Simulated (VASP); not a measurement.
# Tl (P6_3/mmc) in VASP: a series of runs

Tl is run at these levels: PBE, LDA; tasks: single point.

All numbers are computed with VASP 6.6.1; they aren't measurements. Logs are shortened: lines on timing, memory, paths and dates and some standing lists are left out, and cuts for length are marked.

### 1 The cell of the first run

It takes space group P6_3/mmc (No. 194, hexagonal). Conventional cell: a = 3.409 Å, b = 3.409 Å, c = 5.450 Å, α = 90.00°, β = 90.00°, γ = 120.00°. Tl (site symmetry -6m2) has 12 Tl at 3.36 to 3.41 Å within 4.4 Å.

### 2 Single point, PBE

Input file INCAR:

```
ALGO = Normal ; EDIFF = 1E-7
ENCUT = 520 ; GGA = PE
ISIF = 2 ; ISMEAR = -1
LASPH = True ; LCHARG = False
LREAL = False ; LWAVE = False
NBANDS = 20 ; NELM = 80
PREC = Accurate ; SIGMA = 0.05
```

Input file KPOINTS:

```
k-points
0
Gamma
  9 9 5
```

Input file POSCAR:

```
Tl
1.0
    3.4092915716      0.0000000000      0.0000000000
   -1.7046457858      2.9525331099      0.0000000000
    0.0000000000      0.0000000000      5.4503286843
Tl
2
Direct
    0.6666666667      0.3333333333      0.7500000000
    0.3333333333      0.6666666667      0.2500000000
```

Potentials or basis: VASP PAW PBE potentials, release 64 (Tl_d).

The run is started by

```sh
$ cat potpaw_PBE.64/Tl_d/POTCAR > POTCAR
$ mpirun -np 1 vasp_std > vasp.out
```

OUTCAR:

```text
EDIFF = 1E-7
   ENCUT = 520
   GGA = PE
   ISIF = 2
   ISMEAR = -1
   LASPH = True
   LREAL = False
   NELM = 80
   PREC = Accurate

 ion  position               nearest neighbor table
   1  0.667  0.333  0.750-   2 3.36   2 3.36   2 3.36   2 3.36   2 3.36   2 3.36
   2  0.333  0.667  0.250-   1 3.36   1 3.36   1 3.36   1 3.36   1 3.36   1 3.36

  LATTYP: Found a hexagonal cell.
 ALAT       =     3.4092915716
 C/A-ratio  =     1.5986689815

  Lattice vectors:

 A1 = (   3.4092915716,   0.0000000000,   0.0000000000)
 A2 = (  -1.7046457858,   2.9525331099,   0.0000000000)
 A3 = (   0.0000000000,   0.0000000000,   5.4503286843)

Analysis of symmetry for initial positions (statically):
=====================================================================
 Subroutine PRICEL returns:
 Original cell was already a primitive cell.

 Routine SETGRP: Setting up the symmetry group for a
 hexagonal supercell.

 Subroutine GETGRP returns: Found 24 space group operations
 (whereof 12 operations were pure point group operations)
 out of a pool of 24 trial point group operations.

The static configuration has the point symmetry D_3d.
 The point group associated with its full space group is D_6h.

Analysis of symmetry for dynamics (positions and initial velocities):
=====================================================================
 Subroutine PRICEL returns:
 Original cell was already a primitive cell.

 Routine SETGRP: Setting up the symmetry group for a
 hexagonal supercell.

 Subroutine GETGRP returns: Found 24 space group operations
 (whereof 12 operations were pure point group operations)
 out of a pool of 24 trial point group operations.

The dynamic configuration has the point symmetry D_3d.
 The point group associated with its full space group is D_6h.

 Subroutine INISYM returns: Found 24 space group operations
 (whereof 12 operations are pure point group operations),
 and found     1 'primitive' translations

----------------------------------------------------------------------------------------

                                     Primitive cell

  volume of cell :      54.8633

  direct lattice vectors                    reciprocal lattice vectors
     3.409291572  0.000000000  0.000000000     0.293316068  0.169346111  0.000000000
    -1.704645786  2.952533110  0.000000000     0.000000000  0.338692222  0.000000000
     0.000000000  0.000000000  5.450328684     0.000000000  0.000000000  0.183475173

  length of vectors
     3.409291572  3.409291572  5.450328684     0.338692222  0.338692222  0.183475173

  position of ions in fractional coordinates (direct lattice)
     0.666666667  0.333333333  0.750000000
     0.333333333  0.666666667  0.250000000

  ion indices of the primitive-cell ions
   primitive index   ion index
                 1           1
                 2           2

----------------------------------------------------------------------------------------

 KPOINTS: k-points

Automatic generation of k-mesh.
 Grid dimensions read from file:
 generate k-points for:    9    9    5

 Generating k-lattice:

  Cartesian coordinates                     Fractional coordinates (reciprocal lattice)
     0.032590674  0.018816235  0.000000000     0.111111111  0.000000000  0.000000000
     0.000000000  0.037632469  0.000000000     0.000000000  0.111111111  0.000000000
     0.000000000  0.000000000  0.036695035     0.000000000  0.000000000  0.200000000

  Length of vectors
     0.037632469  0.037632469  0.036695035

  Shift w.r.t. Gamma in fractional coordinates (k-lattice)
     0.000000000  0.000000000  0.000000000

 Subroutine IBZKPT returns following result:
 ===========================================

 Found     36 irreducible k-points:

 Following reciprocal coordinates:
            Coordinates               Weight
  0.000000  0.000000  0.000000      1.000000
  0.111111  0.000000  0.000000      6.000000
  0.222222  0.000000  0.000000      6.000000
  0.333333 -0.000000  0.000000      6.000000
  0.444444  0.000000  0.000000      6.000000
  0.111111  0.111111  0.000000      6.000000
[... 16 lines left out ...]
  0.333333  0.222222  0.200000     24.000000
  0.333333  0.333333  0.200000      4.000000
 [... further k-points ...]
   k-points           NKPTS =     36   k-points in BZ     NKDIM =     36   number of bands    NBANDS=     20
   number of dos      NEDOS =    301   number of ions     NIONS =      2
   total plane-waves  NPLWV =  32928
   dimension x,y,z NGX =    28 NGY =   28 NGZ =   42
   dimension x,y,z NGXF=    56 NGYF=   56 NGZF=   84
   ions per type =               2
   NGX,Y,Z   is equivalent  to a cutoff of  13.65, 13.65, 12.81 a.u.
   NGXF,Y,Z  is equivalent  to a cutoff of  27.31, 27.31, 25.62 a.u.
 SYSTEM =  unknown system
   PREC   = accura    normal or accurate (medium, high low for compatibility)
   ISTART =      0    job   : 0-new  1-cont  2-samecut
   ICHARG =      2    charge: 1-file 2-atom 10-const
   ISPIN  =      1    spin polarized calculation?
   LNONCOLLINEAR =      F non collinear calculations
   LSORBIT =      F    spin-orbit coupling
   LASPH  =      T    aspherical Exc in radial PAW
   ENCUT  =  520.0 eV  38.22 Ry    6.18 a.u.   6.34  6.34 10.13*2*pi/ulx,y,z
   NELM   =     80;   NELMIN=  2; NELMDL= -5     # of ELM steps
   EDIFF  = 0.1E-06   stopping-criterion for ELM
   LREAL  =      F    real-space projection
   EDIFFG = 0.1E-05   stopping-criterion for IOM
   NSW    =      0    number of steps for IOM
   IBRION =     -1    ionic relax: 0-MD 1-quasi-New 2-CG
   NFREE  =      0    steps in history (QN), initial steepest desc. (CG)
   ISIF   =      2    stress and relaxation
   ISYM   =      2    0-nonsym 1-usesym 2-fastsym
   POTIM  = 0.5000    time-step for ionic-motion
   TEBEG  =    0.0;   TEEND  =   0.0 temperature during run
   PSTRESS=    0.0 pullay stress
   NELECT =      26.0000    total number of electrons
   NUPDOWN=      -1.0000    fix difference up-down
   EMIN   =  10.00;   EMAX   =-10.00  energy-range for DOS
   EFERMI =   0.00;   METHOD = LEGACY
   ISMEAR =    -1;   SIGMA  =   0.05  broadening in eV -4-tet -1-fermi 0-gaus
   EFERMI_NEDOS =   21; number of points for ismear=-14 and -15
   IALGO  =     38    algorithm
   IMIX   =      4    mixing-type and parameters
     AMIX     =   0.40;   BMIX     =  1.00
     AMIX_MAG =   1.60;   BMIX_MAG =  1.00
  volume/ion in A,a.u.               =      27.43       185.12
  Fermi-wavevector in a.u.,A,eV,Ry     =   1.276357  2.411964 22.165068  1.629087
  Thomas-Fermi vector in A             =   2.409017
   LORBIT       =      0    0 simple, 1 ext, 2 COOP (PROOUT), +10 PAW based schemes
   GGA     = PE    functional components
   LHFCALC =     F    Hartree Fock is set to
   AEXX    =    0.0000 exact exchange contribution
   IVDW    =     0    specifies the selected vdW correction
   LEPSILON=     F    determine dielectric tensor
   LRPA    =     F    only Hartree local field effects (RPA)
 non-spin polarized calculation
  energy-cutoff  :      520.00
  volume of cell :       54.86
 maximum number of plane-waves:      1496
 NGX is ok and might be reduce to    28
   NGX = 13   NGY = 13   NGZ = 21

 number of electron      25.9999997 magnetization

 Free energy of the ion-electron system (eV)
  ---------------------------------------------------
  ext. energy  EPLUGINS =         0.00000000
  ---------------------------------------------------
  free energy    TOTEN  =        -4.32032032 eV

  energy without entropy =       -4.30549212  energy(sigma->0) =       -4.31290622

 E-fermi :   7.0211     XC(G=0): -10.3998

 val. band max:        7.0185310210   @ k =   0.2222   0.2222   0.4000
 cond. band min:       7.0606465405   @ k =   0.2222   0.1111   0.2000
 fundamental gap:      0.0421155196
 Fermi energy:         7.0210848257

 k-point     1 :       0.0000    0.0000    0.0000
  band No.  band energies     occupation
      1      -4.8829      2.00000
      2      -4.6126      2.00000
      3      -4.5927      2.00000
      4      -4.5927      2.00000
      5      -4.5324      2.00000
      6      -4.5324      2.00000
[... 12 lines left out ...]
     19      18.0861      0.00000
     20      18.2934      0.00000

 k-point     2 :       0.1111    0.0000    0.0000
  band No.  band energies     occupation
      1      -4.8405      2.00000
      2      -4.6587      2.00000
      3      -4.5467      2.00000
      4      -4.5352      2.00000
      5      -4.5230      2.00000
      6      -4.4962      2.00000
[... 12 lines left out ...]
     19      18.0836      0.00000
     20      19.0083      0.00000

 k-point     3 :       0.2222    0.0000    0.0000
  band No.  band energies     occupation
      1      -4.8485      2.00000
      2      -4.6533      2.00000
      3      -4.5983      2.00000
      4      -4.5511      2.00000
      5      -4.5480      2.00000
      6      -4.4057      2.00000
[... 12 lines left out ...]
     19      17.3586      0.00000
     20      18.4880      0.00000

 k-point     4 :       0.3333   -0.0000    0.0000
  band No.  band energies     occupation
      1      -4.9363      2.00000
      2      -4.7333      2.00000
      3      -4.7031      2.00000
      4      -4.6090      2.00000
      5      -4.4607      2.00000
      6      -4.3536      2.00000
[... 12 lines left out ...]
     19      16.2735      0.00000
     20      17.5066      0.00000

 k-point     5 :       0.4444    0.0000    0.0000
  band No.  band energies     occupation
      1      -4.9975      2.00000
      2      -4.8257      2.00000
      3      -4.7519      2.00000
      4      -4.6460      2.00000
      5      -4.4008      2.00000
      6      -4.3984      2.00000
[... 12 lines left out ...]
     19      15.6127      0.00000
     20      17.0065      0.00000
[... 353 lines left out ...]
      6      -4.3079      2.00000
[... 12 lines left out ...]
     19      16.8534      0.00000
     20      17.1303      0.00000

 k-point    22 :       0.2222    0.2222    0.2000
  band No.  band energies     occupation
      1      -4.8063      2.00000
      2      -4.7322      2.00000
      3      -4.6696      2.00000
      4      -4.6610      2.00000
      5      -4.4602      2.00000
      6      -4.3931      2.00000
[... 12 lines left out ...]
     19      16.3469      0.00000
     20      19.5962      0.00000

 k-point    23 :       0.3333    0.2222    0.2000
  band No.  band energies     occupation
      1      -4.8425      2.00000
      2      -4.7586      2.00000
      3      -4.6850      2.00000
      4      -4.5881      2.00000
      5      -4.5064      2.00000
      6      -4.3410      2.00000
[... 12 lines left out ...]
     19      15.5925      0.00000
     20      20.1116      0.00000

 k-point    24 :       0.3333    0.3333    0.2000
  band No.  band energies     occupation
      1      -4.8302      2.00000
      2      -4.7042      2.00000
      3      -4.7042      2.00000
      4      -4.4615      2.00000
      5      -4.4606      2.00000
      6      -4.4606      2.00000
[... 12 lines left out ...]
     19      14.7225      0.00000
     20      22.3012      0.00000

 [... further k-points ...]

------------------------ aborting loop because EDIFF is reached ----------------------------------------

  FORCE on cell =-STRESS in cart. coord.  units (eV):
  Direction    XX          YY          ZZ          XY          YZ          ZX
  --------------------------------------------------------------------------------------
  -------------------------------------------------------------------------------------
  Total        1.6287986      1.6287986      2.2145019      0.0000000     -0.0000000      0.0000000
  in kB       47.5659699     47.5659699     64.6703232      0.0000000     -0.0000000      0.0000000
  external PRESSURE =      53.2674210 kB  Pullay stress =       0.0000000 kB

 VOLUME and BASIS-vectors are now :
 -----------------------------------------------------------------------------
  energy-cutoff  :      520.00
  volume of cell :       54.86
      direct lattice vectors                 reciprocal lattice vectors
     3.409291572  0.000000000  0.000000000     0.293316068  0.169346111  0.000000000
    -1.704645786  2.952533110  0.000000000     0.000000000  0.338692222  0.000000000
     0.000000000  0.000000000  5.450328684     0.000000000  0.000000000  0.183475173

 POSITION                                       TOTAL-FORCE (eV/Angst)
 -----------------------------------------------------------------------------------
      1.70465      0.98418      4.08775         0.000000     -0.000000      0.000000
     -0.00000      1.96836      1.36258        -0.000000      0.000000      0.000000
 -----------------------------------------------------------------------------------
    total drift:                               -0.000000      0.000000      0.000000

  FREE ENERGIE OF THE ION-ELECTRON SYSTEM (eV)
  ---------------------------------------------------
  free  energy   TOTEN  =        -4.3203203222 eV

  energy  without entropy=       -4.3054921208  energy(sigma->0) =       -4.31290622
```

Wall time 13 s (1 thread of Intel Xeon 6975P-C (Granite Rapids), shared host); peak memory 0.18 GiB.

What came out:

- Free energy: -4.3203 eV
- Pressure: 5.3 GPa
- Band gap on the k mesh: zero (bands 13 and 14 overlap by 3.88 eV)

Levels at points of the mesh, in eV from the Fermi level:
```csv
k point,band 9,band 10,band 11,band 12,band 13,band 14,band 15,band 16,band 17,band 18
"(0.00, 0.00, 0.00)",-11.11,-11.11,-10.33,-5.09,-3.01,8.26,8.26,10.39,10.44,10.44
```

Caveat: the cell stands under pressure; spin-orbit coupling is left out, which moves the levels of the heavy elements.

### 3 Single point, LDA

This run uses another cell than the first one, of 28.00 Å³/atom.

Input file INCAR:

```
SYSTEM = Tl
PREC = Accurate
ENCUT = 520
EDIFF = 1E-7
ISMEAR = -1
SIGMA = 0.05
LREAL = .FALSE.
LASPH = .TRUE.
NELM = 100
ALGO = Normal
ISIF = 2
LWAVE = .FALSE.
LCHARG = .FALSE.
GGA = CA
NBANDS = 20
```

Input file KPOINTS:

```
Automatic mesh
0
G
  9 9 5
  0 0 0
```

Input file POSCAR:

```
Tl
1.0
    3.4328046702      0.0000000000      0.0000000000
   -1.7164023351      2.9728960507      0.0000000000
    0.0000000000      0.0000000000      5.4879183458
Tl
2
Direct
    0.6666666667      0.3333333333      0.7500000000
    0.3333333333      0.6666666667      0.2500000000
```

Potentials or basis: VASP PAW LDA potentials, release 64 (Tl_d).

The run is started by

```sh
$ cat potpaw_LDA.64/Tl_d/POTCAR > POTCAR
$ mpirun -np 1 vasp_std > vasp.out
```

Wall time 11 s (1 thread of Intel Xeon 6975P-C (Granite Rapids), shared host); peak memory 0.16 GiB.

The run converged. Its results:

| Quantity | Value |
| --- | --- |
| Free energy | -5.8452 eV |
| Pressure | -0.8 GPa |
| Band gap on the k mesh | zero (bands 13 and 14 overlap by 3.77 eV) |

Stress tensor (GPa, compression positive):
```
-1.23  0.00  0.00
 0.00 -1.23  0.00
 0.00  0.00  0.11
```

Levels at points of the mesh, in eV from the Fermi level:
```csv
k point,band 9,band 10,band 11,band 12,band 13,band 14,band 15,band 16,band 17,band 18
"(0.00, 0.00, 0.00)",-11.01,-11.01,-10.18,-5.08,-2.91,8.08,8.08,10.22,10.22,10.41
```

Caveat: spin-orbit coupling is left out, which moves the levels of the heavy elements.

[end of part 1 of 2]
